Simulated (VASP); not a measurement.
# Fe (Fd-3m) in VASP: single point with PBE

Aim: the single point of Fe with PBE.

All numbers are computed with VASP 6.6.1; they aren't measurements. Logs are shortened: lines on timing, memory, paths and dates and some standing lists are left out, and cuts for length are marked.

## 1. The cell of the first run

The structure is cubic, space group Fd-3m (No. 227). The conventional cell has a = 4.940 Å, b = 4.940 Å, c = 4.940 Å, α = 90.00°, β = 90.00°, γ = 90.00°. Within 2.8 Å of Fe (site symmetry -43m) lie 4 Fe at 2.14 Å.

This isn't the form of Fe at room conditions, which is bcc.

## 2. Single point, PBE (15.07 Å³/atom)

File INCAR:

```
SYSTEM = Fe
PREC = Accurate
ENCUT = 690
EDIFF = 1E-6
ISMEAR = -1
SIGMA = 0.1
LREAL = .False.
LASPH = .True.
NELM = 120
ALGO = Normal
ISIF = 2
LWAVE = .False.
LCHARG = .False.
GGA = PE
NBANDS = 23
GGA_COMPAT = .False.
```

File KPOINTS:

```
regular mesh
0
Gamma
  13 13 13
  0 0 0
```

File POSCAR:

```
Fe
1.0
    0.0000000000      2.4698793835      2.4698793835
    2.4698793835      0.0000000000      2.4698793835
    2.4698793835      2.4698793835      0.0000000000
Fe
2
Direct
    0.1250000000      0.1250000000      0.1250000000
    0.8750000000      0.8750000000      0.8750000000
```

Potentials or basis: VASP PAW PBE potentials, release 64 (Fe_sv).

Command:

```console
$ cat potpaw_PBE.64/Fe_sv/POTCAR > POTCAR
$ mpirun -np 1 vasp_std > vasp.out
```

OUTCAR:

```text
SYSTEM = Fe
   PREC = Accurate
   ENCUT = 690
   EDIFF = 1E-6
   ISMEAR = -1
   LREAL = .False.
   LASPH = .True.
   NELM = 120
   ISIF = 2
   GGA = PE

 ion  position               nearest neighbor table
   1  0.125  0.125  0.125-   2 2.14   2 2.14   2 2.14   2 2.14
   2  0.875  0.875  0.875-   1 2.14   1 2.14   1 2.14   1 2.14

  LATTYP: Found a face centered cubic cell.
 ALAT       =     4.9397587670

  Lattice vectors:

 A1 = (   0.0000000000,   2.4698793835,   2.4698793835)
 A2 = (   2.4698793835,   0.0000000000,   2.4698793835)
 A3 = (   2.4698793835,   2.4698793835,   0.0000000000)

Analysis of symmetry for initial positions (statically):
=====================================================================
 Subroutine PRICEL returns:
 Original cell was already a primitive cell.

 Routine SETGRP: Setting up the symmetry group for a
 face centered cubic supercell.

 Subroutine GETGRP returns: Found 48 space group operations
 (whereof 12 operations were pure point group operations)
 out of a pool of 48 trial point group operations.

The static configuration has the point symmetry D_3d.
 The point group associated with its full space group is O_h .

Analysis of symmetry for dynamics (positions and initial velocities):
=====================================================================
 Subroutine PRICEL returns:
 Original cell was already a primitive cell.

 Routine SETGRP: Setting up the symmetry group for a
 face centered cubic supercell.

 Subroutine GETGRP returns: Found 48 space group operations
 (whereof 12 operations were pure point group operations)
 out of a pool of 48 trial point group operations.

The dynamic configuration has the point symmetry D_3d.
 The point group associated with its full space group is O_h .

 Subroutine INISYM returns: Found 48 space group operations
 (whereof 12 operations are pure point group operations),
 and found     1 'primitive' translations

----------------------------------------------------------------------------------------

                                     Primitive cell

  volume of cell :      30.1340

  direct lattice vectors                    reciprocal lattice vectors
     0.000000000  2.469879383  2.469879383    -0.202439035  0.202439035  0.202439035
     2.469879383  0.000000000  2.469879383     0.202439035 -0.202439035  0.202439035
     2.469879383  2.469879383  0.000000000     0.202439035  0.202439035 -0.202439035

  length of vectors
     3.492936922  3.492936922  3.492936922     0.350634695  0.350634695  0.350634695

  position of ions in fractional coordinates (direct lattice)
     0.125000000  0.125000000  0.125000000
     0.875000000  0.875000000  0.875000000

  ion indices of the primitive-cell ions
   primitive index   ion index
                 1           1
                 2           2

----------------------------------------------------------------------------------------

 KPOINTS: regular mesh

Automatic generation of k-mesh.
 Grid dimensions read from file:
 generate k-points for:   13   13   13

 Generating k-lattice:

  Cartesian coordinates                     Fractional coordinates (reciprocal lattice)
    -0.015572233  0.015572233  0.015572233     0.076923077  0.000000000  0.000000000
     0.015572233 -0.015572233  0.015572233     0.000000000  0.076923077  0.000000000
     0.015572233  0.015572233 -0.015572233     0.000000000  0.000000000  0.076923077

  Length of vectors
     0.026971900  0.026971900  0.026971900

  Shift w.r.t. Gamma in fractional coordinates (k-lattice)
     0.000000000  0.000000000  0.000000000

 Subroutine IBZKPT returns following result:
 ===========================================

 Found     84 irreducible k-points:

 Following reciprocal coordinates:
            Coordinates               Weight
  0.000000  0.000000  0.000000      1.000000
  0.076923  0.000000  0.000000      8.000000
  0.153846  0.000000  0.000000      8.000000
  0.230769  0.000000  0.000000      8.000000
  0.307692  0.000000  0.000000      8.000000
  0.384615  0.000000  0.000000      8.000000
[... 16 lines left out ...]
  0.384615  0.153846  0.000000     24.000000
  0.461538  0.153846  0.000000     24.000000
 [... further k-points ...]
   k-points           NKPTS =     84   k-points in BZ     NKDIM =     84   number of bands    NBANDS=     23
   number of dos      NEDOS =    301   number of ions     NIONS =      2
   total plane-waves  NPLWV =  27000
   dimension x,y,z NGX =    30 NGY =   30 NGZ =   30
   dimension x,y,z NGXF=    60 NGYF=   60 NGZF=   60
   ions per type =               2
   NGX,Y,Z   is equivalent  to a cutoff of  14.28, 14.28, 14.28 a.u.
   NGXF,Y,Z  is equivalent  to a cutoff of  28.56, 28.56, 28.56 a.u.
 SYSTEM =  Fe
   PREC   = accura    normal or accurate (medium, high low for compatibility)
   ISTART =      0    job   : 0-new  1-cont  2-samecut
   ICHARG =      2    charge: 1-file 2-atom 10-const
   ISPIN  =      1    spin polarized calculation?
   LNONCOLLINEAR =      F non collinear calculations
   LSORBIT =      F    spin-orbit coupling
   LASPH  =      T    aspherical Exc in radial PAW
   ENCUT  =  690.0 eV  50.71 Ry    7.12 a.u.   7.48  7.48  7.48*2*pi/ulx,y,z
   NELM   =    120;   NELMIN=  2; NELMDL= -5     # of ELM steps
   EDIFF  = 0.1E-05   stopping-criterion for ELM
   LREAL  =      F    real-space projection
   EDIFFG = 0.1E-04   stopping-criterion for IOM
   NSW    =      0    number of steps for IOM
   IBRION =     -1    ionic relax: 0-MD 1-quasi-New 2-CG
   NFREE  =      0    steps in history (QN), initial steepest desc. (CG)
   ISIF   =      2    stress and relaxation
   ISYM   =      2    0-nonsym 1-usesym 2-fastsym
   POTIM  = 0.5000    time-step for ionic-motion
   TEBEG  =    0.0;   TEEND  =   0.0 temperature during run
   PSTRESS=    0.0 pullay stress
   NELECT =      32.0000    total number of electrons
   NUPDOWN=      -1.0000    fix difference up-down
   EMIN   =  10.00;   EMAX   =-10.00  energy-range for DOS
   EFERMI =   0.00;   METHOD = LEGACY
   ISMEAR =    -1;   SIGMA  =   0.10  broadening in eV -4-tet -1-fermi 0-gaus
   EFERMI_NEDOS =   21; number of points for ismear=-14 and -15
   IALGO  =     38    algorithm
   IMIX   =      4    mixing-type and parameters
     AMIX     =   0.40;   BMIX     =  1.00
     AMIX_MAG =   1.60;   BMIX_MAG =  1.00
  volume/ion in A,a.u.               =      15.07       101.68
  Fermi-wavevector in a.u.,A,eV,Ry     =   1.670215  3.156249 37.955065  2.789619
  Thomas-Fermi vector in A             =   2.755752
   LORBIT       =      0    0 simple, 1 ext, 2 COOP (PROOUT), +10 PAW based schemes
   GGA     = PE    functional components
   LHFCALC =     F    Hartree Fock is set to
   AEXX    =    0.0000 exact exchange contribution
   IVDW    =     0    specifies the selected vdW correction
   LEPSILON=     F    determine dielectric tensor
   LRPA    =     F    only Hartree local field effects (RPA)
 non-spin polarized calculation
  energy-cutoff  :      690.00
  volume of cell :       30.13
 maximum number of plane-waves:      1266
 NGX is ok and might be reduce to    30
   NGX = 15   NGY = 15   NGZ = 15

 number of electron      32.0000030 magnetization

 Free energy of the ion-electron system (eV)
  ---------------------------------------------------
  ext. energy  EPLUGINS =         0.00000000
  ---------------------------------------------------
  free energy    TOTEN  =       -14.16744477 eV

  energy without entropy =      -14.07934785  energy(sigma->0) =      -14.12339631

 E-fermi :   8.0147     XC(G=0): -11.7510

 val. band max:        7.9959036120   @ k =   0.3846   0.0000   0.0000
 cond. band min:       8.0229040174   @ k =   0.2308   0.2308   0.0000
 fundamental gap:      0.0270004055
 Fermi energy:         8.0147489764

 k-point     1 :       0.0000    0.0000    0.0000
  band No.  band energies     occupation
      1     -79.0436      2.00000
      2     -78.7017      2.00000
      3     -45.2296      2.00000
      4     -45.2296      2.00000
      5     -45.2296      2.00000
      6     -44.6993      2.00000
[... 15 lines left out ...]
     22      21.8482      0.00000
     23      22.0656      0.00000

 k-point     2 :       0.0769    0.0000    0.0000
  band No.  band energies     occupation
      1     -79.0399      2.00000
      2     -78.7055      2.00000
      3     -45.2333      2.00000
      4     -45.2333      2.00000
      5     -45.2290      2.00000
      6     -44.7004      2.00000
[... 15 lines left out ...]
     22      21.0096      0.00000
     23      22.5656      0.00000

 k-point     3 :       0.1538    0.0000    0.0000
  band No.  band energies     occupation
      1     -79.0293      2.00000
      2     -78.7163      2.00000
      3     -45.2434      2.00000
      4     -45.2434      2.00000
      5     -45.2275      2.00000
      6     -44.7038      2.00000
[... 15 lines left out ...]
     22      20.2005      0.00000
     23      21.9905      0.00000

 k-point     4 :       0.2308    0.0000    0.0000
  band No.  band energies     occupation
      1     -79.0128      2.00000
      2     -78.7330      2.00000
      3     -45.2569      2.00000
      4     -45.2569      2.00000
      5     -45.2252      2.00000
      6     -44.7080      2.00000
[... 15 lines left out ...]
     22      19.5120      0.00000
     23      21.4041      0.00000

 k-point     5 :       0.3077    0.0000    0.0000
  band No.  band energies     occupation
      1     -78.9929      2.00000
      2     -78.7531      2.00000
      3     -45.2705      2.00000
      4     -45.2705      2.00000
      5     -45.2231      2.00000
      6     -44.7126      2.00000
[... 434 lines left out ...]
 k-point    22 :       0.3077    0.1538    0.0000
  band No.  band energies     occupation
      1     -78.9938      2.00000
      2     -78.7522      2.00000
      3     -45.2897      2.00000
      4     -45.2864      2.00000
      5     -45.1741      2.00000
      6     -44.7594      2.00000
[... 15 lines left out ...]
     22      18.3686      0.00000
     23      19.7919      0.00000

 k-point    23 :       0.3846    0.1538    0.0000
  band No.  band energies     occupation
      1     -78.9735      2.00000
      2     -78.7727      2.00000
      3     -45.3064      2.00000
      4     -45.2968      2.00000
      5     -45.1634      2.00000
      6     -44.7711      2.00000
[... 15 lines left out ...]
     22      17.3229      0.00000
     23      19.6314      0.00000

 k-point    24 :       0.4615    0.1538    0.0000
  band No.  band energies     occupation
      1     -78.9551      2.00000
      2     -78.7912      2.00000
      3     -45.3199      2.00000
      4     -45.3018      2.00000
      5     -45.1560      2.00000
      6     -44.7787      2.00000
[... 15 lines left out ...]
     22      16.5831      0.00000
     23      19.5930      0.00000

 [... further k-points ...]

------------------------ aborting loop because EDIFF is reached ----------------------------------------

  FORCE on cell =-STRESS in cart. coord.  units (eV):
  Direction    XX          YY          ZZ          XY          YZ          ZX
  --------------------------------------------------------------------------------------
  -------------------------------------------------------------------------------------
  Total       -1.2559455     -1.2559455     -1.2559455      0.0000000     -0.0000000      0.0000000
  in kB      -66.7765758    -66.7765758    -66.7765758      0.0000000     -0.0000000      0.0000000
  external PRESSURE =     -66.7765758 kB  Pullay stress =       0.0000000 kB

 VOLUME and BASIS-vectors are now :
 -----------------------------------------------------------------------------
  energy-cutoff  :      690.00
  volume of cell :       30.13
      direct lattice vectors                 reciprocal lattice vectors
     0.000000000  2.469879383  2.469879383    -0.202439035  0.202439035  0.202439035
     2.469879383  0.000000000  2.469879383     0.202439035 -0.202439035  0.202439035
     2.469879383  2.469879383  0.000000000     0.202439035  0.202439035 -0.202439035

 POSITION                                       TOTAL-FORCE (eV/Angst)
 -----------------------------------------------------------------------------------
      0.61747      0.61747      0.61747        -0.000000      0.000000     -0.000000
      4.32229      4.32229      4.32229         0.000000     -0.000000      0.000000
 -----------------------------------------------------------------------------------
    total drift:                               -0.000000      0.000000      0.000000

  FREE ENERGIE OF THE ION-ELECTRON SYSTEM (eV)
  ---------------------------------------------------
  free  energy   TOTEN  =       -14.1674447718 eV

  energy  without entropy=      -14.0793478534  energy(sigma->0) =      -14.12339631
```

It took 70 s on 1 thread of Intel Xeon 6975P-C (Granite Rapids), shared host; peak memory 0.21 GiB.

What came out:

| Quantity | Value |
| --- | --- |
| Free energy | -14.1674 eV |
| Pressure | -6.7 GPa |
| Band gap on the k mesh | zero (bands 16 and 17 overlap by 0.75 eV) |

Caveat: the cell stands under tension; the run has no spin polarisation, though such a crystal can be magnetic. Spin polarisation is off, so any magnetic state and its effect on volume and gap are missing.

The gap in the log of VASP goes by the Fermi energy; the results here count the filled bands.